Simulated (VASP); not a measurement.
# HfN (Fmmm) in VASP: notebook, part 2 of 2

VASP 6.6.1. The steps go on from the part before.

## Step 5: Single point, PBE (strain +0.0125 x Voigt [1, -1, 0, 0, 0, 0])

INCAR

```
ALGO     = Normal         # electronic algorithm
EDIFF    = 1E-7           # SCF threshold, eV
ENCUT    = 520            # plane-wave cutoff, eV
GGA      = PE             # functional
ISIF     = 2              # what is computed and relaxed
ISMEAR   = 0              # smearing method
LASPH    = T              # aspherical terms in the spheres
LCHARG   = T              # write CHGCAR
LELF     = T              # ELF
LREAL    = F              # projectors in reciprocal space
LVHAR    = T            
LWAVE    = F              # write WAVECAR
NBANDS   = 14             # bands
NELM     = 100            # most SCF steps
PREC     = Accurate       # precision mode
SIGMA    = 0.1            # smearing width, eV
```

KPOINTS

```
k-points
0
Gamma
  18 18 18
```

POSCAR

```
HfN
1.0
    0.0000000000      2.2307625000      2.2590000000
    2.2872375000      0.0000000000      2.2590000000
    2.2872375000      2.2307625000      0.0000000000
Hf N
1 1
Direct
    0.0000000000      0.0000000000      0.0000000000
    0.5000000000      0.5000000000      0.5000000000
```

Potentials or basis: VASP PAW PBE potentials, release 64 (Hf_pv, N).

On the command line:

```bash
cat potpaw_PBE.64/Hf_pv/POTCAR potpaw_PBE.64/N/POTCAR > POTCAR
mpirun -np 1 vasp_std > vasp.out
```

OUTCAR:

```text
EDIFF = 1E-7
   ENCUT = 520
   GGA = PE
   ISIF = 2
   ISMEAR = 0
   LASPH = T
   LREAL = F
   NELM = 100
   PREC = Accurate

 ion  position               nearest neighbor table
   1  0.000  0.000  0.000-   2 2.23   2 2.23   2 2.26   2 2.26   2 2.29   2 2.29
   2  0.500  0.500  0.500-   1 2.23   1 2.23   1 2.26   1 2.26   1 2.29   1 2.29

  LATTYP: Found a face centered orthorhombic cell.
 ALAT       =     4.4615250000
 B/A-ratio  =     1.0126582278
 C/A-ratio  =     1.0253164557

  Lattice vectors:

 A1 = (  -2.2872375000,   0.0000000000,  -2.2590000000)
 A2 = (  -2.2872375000,   2.2307625000,   0.0000000000)
 A3 = (   0.0000000000,   2.2307625000,  -2.2590000000)

Analysis of symmetry for initial positions (statically):
=====================================================================
 Subroutine PRICEL returns:
 Original cell was already a primitive cell.

 Routine SETGRP: Setting up the symmetry group for a
 face centered orthorhombic supercell.

 Subroutine GETGRP returns: Found  8 space group operations
 (whereof  8 operations were pure point group operations)
 out of a pool of  8 trial point group operations.

The static configuration has the point symmetry D_2h.

Analysis of symmetry for dynamics (positions and initial velocities):
=====================================================================
 Subroutine PRICEL returns:
 Original cell was already a primitive cell.

 Routine SETGRP: Setting up the symmetry group for a
 face centered orthorhombic supercell.

 Subroutine GETGRP returns: Found  8 space group operations
 (whereof  8 operations were pure point group operations)
 out of a pool of  8 trial point group operations.

The dynamic configuration has the point symmetry D_2h.

 Subroutine INISYM returns: Found  8 space group operations
 (whereof  8 operations are pure point group operations),
 and found     1 'primitive' translations

----------------------------------------------------------------------------------------

                                     Primitive cell

  volume of cell :      23.0521

  direct lattice vectors                    reciprocal lattice vectors
     0.000000000  2.230762500  2.259000000    -0.218604321  0.224138607  0.221336875
     2.287237500  0.000000000  2.259000000     0.218604321 -0.224138607  0.221336875
     2.287237500  2.230762500  0.000000000     0.218604321  0.224138607 -0.221336875

  length of vectors
     3.174804298  3.214737374  3.194958014     0.383426625  0.383426625  0.383426625

  position of ions in fractional coordinates (direct lattice)
     0.000000000  0.000000000  0.000000000
     0.500000000  0.500000000  0.500000000

  ion indices of the primitive-cell ions
   primitive index   ion index
                 1           1
                 2           2

----------------------------------------------------------------------------------------

 KPOINTS: k-points

Automatic generation of k-mesh.
 Grid dimensions read from file:
 generate k-points for:   18   18   18

 Generating k-lattice:

  Cartesian coordinates                     Fractional coordinates (reciprocal lattice)
    -0.012144684  0.012452145  0.012296493     0.055555556 -0.000000000 -0.000000000
     0.012144684 -0.012452145  0.012296493     0.000000000  0.055555556  0.000000000
     0.012144684  0.012452145 -0.012296493     0.000000000  0.000000000  0.055555556

  Length of vectors
     0.021301479  0.021301479  0.021301479

  Shift w.r.t. Gamma in fractional coordinates (k-lattice)
     0.000000000  0.000000000  0.000000000

 Subroutine IBZKPT returns following result:
 ===========================================

 Found    865 irreducible k-points:

 Following reciprocal coordinates:
            Coordinates               Weight
  0.000000  0.000000  0.000000      1.000000
  0.055556  0.000000  0.000000      8.000000
  0.111111  0.000000  0.000000      8.000000
  0.166667  0.000000  0.000000      8.000000
  0.222222  0.000000  0.000000      8.000000
  0.277778  0.000000  0.000000      8.000000
[... 16 lines left out ...]
 -0.277778  0.055556  0.000000      8.000000
 -0.222222  0.055556  0.000000      8.000000
 [... further k-points ...]
   k-points           NKPTS =    865   k-points in BZ     NKDIM =    865   number of bands    NBANDS=     14
   number of dos      NEDOS =    301   number of ions     NIONS =      2
   total plane-waves  NPLWV =  13824
   dimension x,y,z NGX =    24 NGY =   24 NGZ =   24
   dimension x,y,z NGXF=    48 NGYF=   48 NGZF=   48
   ions per type =               1   1
   NGX,Y,Z   is equivalent  to a cutoff of  12.57, 12.41, 12.49 a.u.
   NGXF,Y,Z  is equivalent  to a cutoff of  25.13, 24.82, 24.98 a.u.
 SYSTEM =  unknown system
   PREC   = accura    normal or accurate (medium, high low for compatibility)
   ISTART =      0    job   : 0-new  1-cont  2-samecut
   ICHARG =      2    charge: 1-file 2-atom 10-const
   ISPIN  =      1    spin polarized calculation?
   LNONCOLLINEAR =      F non collinear calculations
   LSORBIT =      F    spin-orbit coupling
   LASPH  =      T    aspherical Exc in radial PAW
   ENCUT  =  520.0 eV  38.22 Ry    6.18 a.u.   5.90  5.98  5.94*2*pi/ulx,y,z
   NELM   =    100;   NELMIN=  2; NELMDL= -5     # of ELM steps
   EDIFF  = 0.1E-06   stopping-criterion for ELM
   LREAL  =      F    real-space projection
   EDIFFG = 0.1E-05   stopping-criterion for IOM
   NSW    =      0    number of steps for IOM
   IBRION =     -1    ionic relax: 0-MD 1-quasi-New 2-CG
   NFREE  =      0    steps in history (QN), initial steepest desc. (CG)
   ISIF   =      2    stress and relaxation
   ISYM   =      2    0-nonsym 1-usesym 2-fastsym
   POTIM  = 0.5000    time-step for ionic-motion
   TEBEG  =    0.0;   TEEND  =   0.0 temperature during run
   PSTRESS=    0.0 pullay stress
   NELECT =      15.0000    total number of electrons
   NUPDOWN=      -1.0000    fix difference up-down
   EMIN   =  10.00;   EMAX   =-10.00  energy-range for DOS
   EFERMI =   0.00;   METHOD = LEGACY
   ISMEAR =     0;   SIGMA  =   0.10  broadening in eV -4-tet -1-fermi 0-gaus
   EFERMI_NEDOS =   21; number of points for ismear=-14 and -15
   IALGO  =     38    algorithm
   IMIX   =      4    mixing-type and parameters
     AMIX     =   0.40;   BMIX     =  1.00
     AMIX_MAG =   1.60;   BMIX_MAG =  1.00
  volume/ion in A,a.u.               =      11.53        77.78
  Fermi-wavevector in a.u.,A,eV,Ry     =   1.418627  2.680817 27.381771  2.012503
  Thomas-Fermi vector in A             =   2.539733
   LORBIT       =      0    0 simple, 1 ext, 2 COOP (PROOUT), +10 PAW based schemes
   GGA     = PE    functional components
   LHFCALC =     F    Hartree Fock is set to
   AEXX    =    0.0000 exact exchange contribution
   IVDW    =     0    specifies the selected vdW correction
   LEPSILON=     F    determine dielectric tensor
   LRPA    =     F    only Hartree local field effects (RPA)
 non-spin polarized calculation
 Gauss-broadening in eV      SIGMA  =   0.10
  energy-cutoff  :      520.00
  volume of cell :       23.05
 maximum number of plane-waves:       636
   NGX = 11   NGY = 11   NGZ = 11

 number of electron      15.0000000 magnetization

 Free energy of the ion-electron system (eV)
  ---------------------------------------------------
  ext. energy  EPLUGINS =         0.00000000
  ---------------------------------------------------
  free energy    TOTEN  =       -21.74463199 eV

  energy without entropy =      -21.74159468  energy(sigma->0) =      -21.74311333

 E-fermi :   8.3847     XC(G=0): -12.7324

 val. band max:        8.3832026564   @ k =  -0.3333   0.4444   0.1667
 cond. band min:       8.3881530316   @ k =   0.3333  -0.2778   0.2222
 fundamental gap:      0.0049503752
 Fermi energy:         8.3847071631

 k-point     1 :       0.0000    0.0000    0.0000
  band No.  band energies     occupation
      1     -22.7783      2.00000
      2     -22.7623      2.00000
      3     -22.7504      2.00000
      4      -9.1272      2.00000
      5       5.2982      2.00000
      6       5.3550      2.00000
      7       5.4204      2.00000
      8       7.9035      2.00000
      9       8.0441      2.00000
     10       8.1829      1.99569
     11       9.8406      0.00000
     12      10.3293      0.00000
     13      10.7374      0.00000
     14      17.9566      0.00000
[... 375 lines left out ...]
 k-point    24 :      -0.2222    0.0556    0.0000
  band No.  band energies     occupation
      1     -23.2408      2.00000
      2     -22.8403      2.00000
      3     -22.7898      2.00000
      4      -7.9341      2.00000
      5       2.0011      2.00000
      6       3.2636      2.00000
      7       3.6327      2.00000
      8       8.8011      0.00000
      9       9.3462      0.00000
     10      10.2098      0.00000
     11      12.3494      0.00000
     12      13.3934      0.00000
     13      14.3603      0.00000
     14      20.6031      0.00000

 [... further k-points ...]
[... 5 lines left out ...]
  --------------------------------------------------------------------------------------
  -------------------------------------------------------------------------------------
  Total       -0.3714269      1.3710157      0.4555461      0.0000000     -0.0000000      0.0000000
  in kB      -25.8150618     95.2888750     31.6615417      0.0000000     -0.0000000      0.0000000
  external PRESSURE =      33.7117850 kB  Pullay stress =       0.0000000 kB

 VOLUME and BASIS-vectors are now :
 -----------------------------------------------------------------------------
  energy-cutoff  :      520.00
  volume of cell :       23.05
      direct lattice vectors                 reciprocal lattice vectors
     0.000000000  2.230762500  2.259000000    -0.218604321  0.224138607  0.221336875
     2.287237500  0.000000000  2.259000000     0.218604321 -0.224138607  0.221336875
     2.287237500  2.230762500  0.000000000     0.218604321  0.224138607 -0.221336875

 POSITION                                       TOTAL-FORCE (eV/Angst)
 -----------------------------------------------------------------------------------
      0.00000      0.00000      0.00000         0.000000      0.000000      0.000000
      2.28724      2.23076      2.25900        -0.000000      0.000000      0.000000
 -----------------------------------------------------------------------------------
    total drift:                                0.000000     -0.000000     -0.000000

  FREE ENERGIE OF THE ION-ELECTRON SYSTEM (eV)
  ---------------------------------------------------
  free  energy   TOTEN  =       -21.7446319850 eV

  energy  without entropy=      -21.7415946802  energy(sigma->0) =      -21.74311333
```

Run time: 68 s. Hardware: 1 thread of Intel Xeon 6975P-C (Granite Rapids), shared host; peak memory 0.38 GiB.

Results:

```
Free energy : -21.7446 eV
Pressure    : 3.4 GPa
```

Stress tensor (GPa, compression positive):
```
-2.58  0.00  0.00
 0.00  9.53  0.00
 0.00  0.00  3.17
```

Caveat: the cell differs from its parent crystal (strain +0.0125 x Voigt [1, -1, 0, 0, 0, 0]); spin-orbit coupling is left out, which moves the levels of the heavy elements.

## Step 6: Overview

| cell | gap on the mesh (eV) | pressure (GPa) |
| --- | --- | --- |
| a = 3.211, b = 3.179, c = 3.195 Å, angles 60.5, 59.5, 60.0°, 2 atoms | none | 3.2 |
| a = 3.187, b = 3.203, c = 3.195 Å, angles 59.8, 60.2, 60.0°, 2 atoms | none | 3.1 |
| a = 3.167, b = 3.223, c = 3.195 Å, angles 59.1, 60.9, 60.0°, 2 atoms | none | 3.7 |
| a = 3.175, b = 3.215, c = 3.195 Å, angles 59.4, 60.6, 60.0°, 2 atoms | none | 3.4 |

Alike in all rows: task single point; level PBE; potentials or basis VASP PAW PBE potentials, release 64 (Hf_pv, N); no spin polarisation; k mesh 18 × 18 × 18; cutoff (eV) 520; smearing gaussian 0.1 eV.

Caveats: spin-orbit coupling is left out, which moves the levels of the heavy elements.

Total energies depend on the potentials used, so only differences within one code and one set of settings carry meaning.
